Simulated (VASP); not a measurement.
# Co2Sn (P4_2/mmc) in VASP: single point with PBE

Aim: the single point of Co2Sn with PBE.

Everything below comes from runs of VASP 6.6.1. Logs are shortened: lines on timing, memory, paths and dates and some standing lists are left out, and cuts for length are marked.

### Step 1. The cell of the first run

Symmetry: P4_2/mmc, No. 131, tetragonal system. Conventional cell: a = 4.739 Å, b = 4.739 Å, c = 5.473 Å, α = 90.00°, β = 90.00°, γ = 90.00°. Within 3.1 Å of Co (site symmetry mmm) lie 2 Co at 2.37 Å and 2 Sn at 2.37 Å. Co (site symmetry mmm) has 4 Co at 2.37 to 2.74 Å within 3.1 Å. Within 3.1 Å of Sn (site symmetry mmm) lie 2 Co at 2.37 Å and 2 Sn at 2.74 Å.

The cell was built from a structure type or drawn by symmetry, and may not be a known phase.

### Step 2. Single point, PBE, collinear spin, ferromagnetic start

INCAR

```
PREC = Accurate
ENCUT = 600
EDIFF = 1E-6
ISMEAR = 0
SIGMA = 0.1
LREAL = False
LASPH = True
NELM = 200
ALGO = Normal
ISIF = 2
LWAVE = False
LCHARG = True
ISPIN = 2
MAGMOM = 1.86 1.86 1.86 1.86 0 0
LORBIT = 11
LMAXMIX = 4
GGA = PE
LVHAR = True
NBANDS = 45
GGA_COMPAT = False
KPAR = 4
```

KPOINTS

```
Automatic mesh
0
Gamma
  8 8 8
```

POSCAR

```
Co2Sn
1.0
    4.7385114715      0.0000000000      0.0000000000
    0.0000000000      4.7385114715      0.0000000000
    0.0000000000      0.0000000000      5.4726998090
Co Sn
4 2
Direct
    0.0000000000      0.5000000000      0.0000000000
    0.5000000000      0.0000000000      0.5000000000
    0.0000000000      0.0000000000      0.0000000000
    0.0000000000      0.0000000000      0.5000000000
    0.5000000000      0.5000000000      0.0000000000
    0.5000000000      0.5000000000      0.5000000000
```

Potentials or basis: VASP PAW PBE potentials, release 64 (Co, Sn_d).

On the command line:

```console
$ cat potpaw_PBE.64/Co/POTCAR potpaw_PBE.64/Sn_d/POTCAR > POTCAR
$ mpirun -np 4 vasp_std > vasp.out
```

OUTCAR:

```text
PREC = Accurate
   ENCUT = 600
   EDIFF = 1E-6
   ISMEAR = 0
   LREAL = False
   LASPH = True
   NELM = 200
   ISIF = 2
   ISPIN = 2
   LORBIT = 11
   GGA = PE

 ion  position               nearest neighbor table
   1  0.000  0.500  0.000-   3 2.37   5 2.37   3 2.37   5 2.37
   2  0.500  0.000  0.500-   4 2.37   6 2.37   6 2.37   4 2.37
   3  0.000  0.000  0.000-   1 2.37   1 2.37   4 2.74   4 2.74   5 3.35   5 3.35   5 3.35   5 3.35

   4  0.000  0.000  0.500-   2 2.37   2 2.37   3 2.74   3 2.74   6 3.35   6 3.35   6 3.35   6 3.35

   5  0.500  0.500  0.000-   1 2.37   1 2.37   6 2.74   6 2.74   3 3.35   3 3.35   3 3.35   3 3.35

   6  0.500  0.500  0.500-   2 2.37   2 2.37   5 2.74   5 2.74   4 3.35   4 3.35   4 3.35   4 3.35

  LATTYP: Found a simple tetragonal cell.
 ALAT       =     4.7385114715
 C/A-ratio  =     1.1549407112

  Lattice vectors:

 A1 = (   4.7385114715,   0.0000000000,   0.0000000000)
 A2 = (   0.0000000000,   4.7385114715,   0.0000000000)
 A3 = (   0.0000000000,   0.0000000000,   5.4726998090)

Analysis of symmetry for initial positions (statically):
=====================================================================
 Subroutine PRICEL returns:
 Original cell was already a primitive cell.

 Routine SETGRP: Setting up the symmetry group for a
 simple tetragonal supercell.

 Subroutine GETGRP returns: Found 16 space group operations
 (whereof  8 operations were pure point group operations)
 out of a pool of 16 trial point group operations.

The static configuration has the point symmetry D_2h.
 The point group associated with its full space group is D_4h.

Analysis of symmetry for dynamics (positions and initial velocities):
=====================================================================
 Subroutine PRICEL returns:
 Original cell was already a primitive cell.

 Routine SETGRP: Setting up the symmetry group for a
 simple tetragonal supercell.

 Subroutine GETGRP returns: Found 16 space group operations
 (whereof  8 operations were pure point group operations)
 out of a pool of 16 trial point group operations.

The dynamic configuration has the point symmetry D_2h.
 The point group associated with its full space group is D_4h.

Analysis of structural, dynamic, and magnetic symmetry:
=====================================================================
 Subroutine PRICEL returns:
 Original cell was already a primitive cell.

 Routine SETGRP: Setting up the symmetry group for a
 simple tetragonal supercell.

 Subroutine GETGRP returns: Found 16 space group operations
 (whereof  8 operations were pure point group operations)
[... 149 lines left out ...]

 number of electron      64.0000004 magnetization       6.6463413

 Free energy of the ion-electron system (eV)
  ---------------------------------------------------
  ext. energy  EPLUGINS =         0.00000000
  ---------------------------------------------------
  free energy    TOTEN  =       -29.28723566 eV

  energy without entropy =      -29.24540497  energy(sigma->0) =      -29.26632032

 E-fermi :   6.2885     XC(G=0): -10.4556

 val. band max:        6.2860721797   @ k =   0.2500   0.0000   0.3750
 cond. band min:       6.2890389674   @ k =   0.5000   0.5000   0.5000
 fundamental gap:      0.0029667877
 Fermi energy:         6.2884591742

 spin component 1

 k-point     1 :       0.0000    0.0000    0.0000
  band No.  band energies     occupation
      1     -15.6973      1.00000
      2     -15.2972      1.00000
      3     -15.2972      1.00000
      4     -15.1456      1.00000
      5     -15.1032      1.00000
      6     -15.0446      1.00000
[... 1117 lines left out ...]
     43      11.7436      0.00000
     44      13.2691      0.00000

 [... further k-points ...]

 spin component 2

 k-point     1 :       0.0000    0.0000    0.0000
  band No.  band energies     occupation
      1     -15.6860      1.00000
      2     -15.2976      1.00000
      3     -15.2976      1.00000
      4     -15.1528      1.00000
      5     -15.1104      1.00000
      6     -15.0571      1.00000
[... 1117 lines left out ...]
     43      12.0264      0.00000
     44      13.4901      0.00000

 [... further k-points ...]

 [bands above 44 left out]

------------------------ aborting loop because EDIFF is reached ----------------------------------------

  FORCE on cell =-STRESS in cart. coord.  units (eV):
  Direction    XX          YY          ZZ          XY          YZ          ZX
  --------------------------------------------------------------------------------------
  -------------------------------------------------------------------------------------
  Total       -0.0617844     -0.0617844     -0.0644279     -0.0000000      0.0000000      0.0000000
  in kB       -0.8055708     -0.8055708     -0.8400377     -0.0000000      0.0000000      0.0000000
  external PRESSURE =      -0.8170598 kB  Pullay stress =       0.0000000 kB

 VOLUME and BASIS-vectors are now :
 -----------------------------------------------------------------------------
  energy-cutoff  :      600.00
  volume of cell :      122.88
      direct lattice vectors                 reciprocal lattice vectors
     4.738511471  0.000000000  0.000000000     0.211036737  0.000000000  0.000000000
     0.000000000  4.738511471  0.000000000     0.000000000  0.211036737  0.000000000
     0.000000000  0.000000000  5.472699809     0.000000000  0.000000000  0.182725169

 POSITION                                       TOTAL-FORCE (eV/Angst)
 -----------------------------------------------------------------------------------
      0.00000      2.36926      0.00000         0.000000      0.000000      0.000000
      2.36926      0.00000      2.73635         0.000000      0.000000      0.000000
      0.00000      0.00000      0.00000         0.000000      0.000000      0.000000
      0.00000      0.00000      2.73635         0.000000      0.000000      0.000000
      2.36926      2.36926      0.00000         0.000000      0.000000      0.000000
      2.36926      2.36926      2.73635         0.000000      0.000000      0.000000
 -----------------------------------------------------------------------------------
    total drift:                               -0.000000     -0.000000     -0.000000

  FREE ENERGIE OF THE ION-ELECTRON SYSTEM (eV)
  ---------------------------------------------------
  free  energy   TOTEN  =       -29.2872356634 eV

  energy  without entropy=      -29.2454049699  energy(sigma->0) =      -29.26632032

 total charge

# of ion       s       p       d       tot
------------------------------------------
    1        0.460   0.358   7.375   8.192
    2        0.460   0.358   7.375   8.192
    3        0.416   0.235   7.155   7.806
    4        0.416   0.235   7.155   7.806
    5        1.232   1.178  10.023  12.433
    6        1.232   1.178  10.023  12.433
--------------------------------------------------
tot          4.214   3.542  49.106  56.862

 magnetization (x)

# of ion       s       p       d       tot
------------------------------------------
    1        0.014  -0.005   1.378   1.387
    2        0.014  -0.005   1.378   1.387
    3        0.010  -0.010   2.025   2.026
    4        0.010  -0.010   2.025   2.026
    5       -0.000  -0.013  -0.006  -0.019
    6       -0.000  -0.013  -0.006  -0.019
--------------------------------------------------
tot          0.047  -0.056   6.794   6.786
```

OSZICAR:

```text
N       E                     dE             d eps       ncg     rms          rms(c)
DAV:   1     0.629306777762E+03    0.62931E+03   -0.30763E+04 13598   0.215E+03
DAV:   2     0.626765307146E+02   -0.56663E+03   -0.54197E+03 13500   0.531E+02
[... 11 lines left out ...]
DAV:  14    -0.292871191019E+02    0.39867E-03   -0.32901E-03 18992   0.499E-01    0.213E-01
DAV:  15    -0.292872553495E+02   -0.13625E-03   -0.89950E-04 14331   0.230E-01    0.796E-02
DAV:  16    -0.292872697090E+02   -0.14360E-04   -0.28902E-04 16001   0.196E-01    0.925E-02
DAV:  17    -0.292872365371E+02    0.33172E-04   -0.10108E-04 15448   0.120E-01    0.219E-02
DAV:  18    -0.292872357067E+02    0.83038E-06   -0.21495E-05 16782   0.318E-02    0.185E-02
DAV:  19    -0.292872356634E+02    0.43246E-07   -0.33368E-06 11034   0.164E-02
   1 F= -.29287236E+02 E0= -.29266320E+02  d E =-.418307E-01  mag=     6.6457
```

stdout:

```text
POSCAR found type information on POSCAR CoSn
 POSCAR found :  2 types and       6 ions
 scaLAPACK will be used
 LDA part: xc-table for (Slater+PW92), standard interpolation
 POSCAR, INCAR and KPOINTS ok, starting setup
 FFT: planning ... GRIDC
 FFT: planning ... GRID_SOFT
 FFT: planning ... GRID
 WAVECAR not read
 entering main loop
```

It took 7.8 min on 4 MPI ranks of Intel Xeon Platinum 8488C (Sapphire Rapids), shared host; peak memory 0.82 GiB.

Results:

```
Free energy                                           : -29.2872 eV
Pressure                                              : -0.1 GPa
Net moment                                            : 6.65 μB per cell
Site moments                                          : Co +1.39, +2.03 (each value once); Sn -0.02 μB
Valence electrons inside the program's atomic spheres : Co 8.19, 7.81 (each value once); Sn 12.43
```

Levels at points of the mesh, in eV from the Fermi level:
Spin up:
| k point | band 31 | band 32 | band 33 | band 34 | band 35 | band 36 | band 37 | band 38 | band 39 | band 40 |
| --- | --- | --- | --- | --- | --- | --- | --- | --- | --- | --- |
| (0.00, 0.00, 0.00) | -1.25 | -1.25 | -1.21 | -1.17 | -0.25 | 0.49 | 1.74 | 1.74 | 2.24 | 2.91 |
| (0.50, 0.00, 0.00) | -1.38 | -1.25 | -1.08 | -0.95 | -0.31 | 0.79 | 1.16 | 1.62 | 2.07 | 2.86 |
| (0.50, 0.50, 0.00) | -1.79 | -1.64 | -1.63 | -1.62 | -1.62 | -0.33 | 1.64 | 1.64 | 2.73 | 3.05 |
| (0.00, 0.00, 0.50) | -1.27 | -1.27 | -0.74 | -0.74 | 0.19 | 0.19 | 0.52 | 0.52 | 2.92 | 2.92 |
| (0.50, 0.00, 0.50) | -1.42 | -1.41 | -1.26 | -1.13 | 0.14 | 2.02 | 2.13 | 2.72 | 2.94 | 3.11 |
| (0.50, 0.50, 0.50) | -1.68 | -1.68 | -1.37 | -1.37 | -0.98 | -0.98 | -0.34 | -0.34 | 4.12 | 4.12 |
Spin down:
| k point | band 27 | band 28 | band 29 | band 30 | band 31 | band 32 |
| --- | --- | --- | --- | --- | --- | --- |
| (0.00, 0.00, 0.00) | 0.12 | 0.18 | 0.30 | 0.30 | 0.77 | 0.80 |
| (0.50, 0.00, 0.00) | -0.39 | -0.25 | -0.02 | 0.24 | 0.26 | 0.42 |
| (0.50, 0.50, 0.00) | -0.61 | -0.39 | -0.36 | -0.36 | -0.11 | -0.06 |
| (0.00, 0.00, 0.50) | -0.13 | -0.13 | -0.02 | -0.02 | 0.70 | 0.70 |
| (0.50, 0.00, 0.50) | -0.53 | -0.38 | -0.21 | -0.10 | 0.27 | 0.35 |
| (0.50, 0.50, 0.50) | -0.56 | -0.56 | -0.52 | -0.52 | 0.00 | 0.00 |

Caveat: spin-orbit coupling is left out, which moves the levels of the heavy elements.
